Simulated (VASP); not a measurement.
Wanted: the native input for a VASP 6.6.1 run.

| Property | Result |
| --- | --- |
| Task | single point |
| Functional | LDA |
| Potentials or basis | VASP PAW LDA potentials, release 64 (Be, H) |
| Cutoff | 520 eV |
| k mesh | 4 × 4 × 3 |
| Occupations | gaussian, width 0.15 eV |
| Spin | no spin polarisation |
| Dipole correction | no |
| Further INCAR settings | LREAL = Auto; ALGO = Normal; EDIFF = 1e-06; NBANDS = 30 |

The structure of Be16H (a cell with a defect) lies in POSCAR:

```
Be16H
1.0
   -2.2900000000     -3.9663960000      0.0000000000
    3.4350000000     -1.9831980000      0.0000000000
    0.0000000000      0.0000000000      7.1768600000
Be H
16 1
Direct
    0.7489113152      0.4983315609      0.0012093032
    0.4842387382      0.3196732781      0.2266174901
    0.7811340935      0.5240943447      0.5158207071
    0.5005295345      0.3341343913      0.7549307079
    0.4960879943     -0.0111392993     -0.0054231238
    0.2436560115      0.8300839203      0.2457683444
    0.5016926411     -0.0059513397      0.4982435215
    0.2488534231      0.8295625440      0.7467494141
    0.2427842965      0.5007388760     -0.0038070967
   -0.0007468632      0.3328610432      0.2487586493
    0.2499214507      0.4997290021      0.4985823884
    0.0041686945      0.3296455052      0.7534616810
   -0.0012563119      0.0009202462      0.0002032922
    0.7510387717      0.8349457896      0.2469745822
    0.0051962424      0.0067066652      0.5007015603
    0.7503719587      0.8398473902      0.7525003971
    0.5489577775      0.3663648648      0.4205435246
```

These files were run (other wordings do the same):

INCAR

```
PREC = Accurate
ENCUT = 520
EDIFF = 1E-6
ISMEAR = 0
SIGMA = 0.15
LREAL = Auto
LASPH = T
NELM = 100
ALGO = Normal
ISIF = 2
LWAVE = F
LCHARG = F
NBANDS = 30
```

KPOINTS

```
regular mesh
0
Gamma
  4 4 3
```

Potentials or basis: VASP PAW LDA potentials, release 64 (Be, H).

Launch:

```bash
$ cat potpaw_LDA.64/Be/POTCAR potpaw_LDA.64/H/POTCAR > POTCAR
$ mpirun -np 1 vasp_std > vasp.out
```

Results of the run:

The pressure is -4.3 GPa and the largest force is 1.031 eV/Å.

Caveat: the k points lie up to 0.40 Å⁻¹ apart.

Wall time 2.4 min on 1 thread of Intel(R) Xeon(R) Platinum 8375C CPU @ 2.90GHz (Ice Lake) (shared host), peak memory 0.23 GiB.
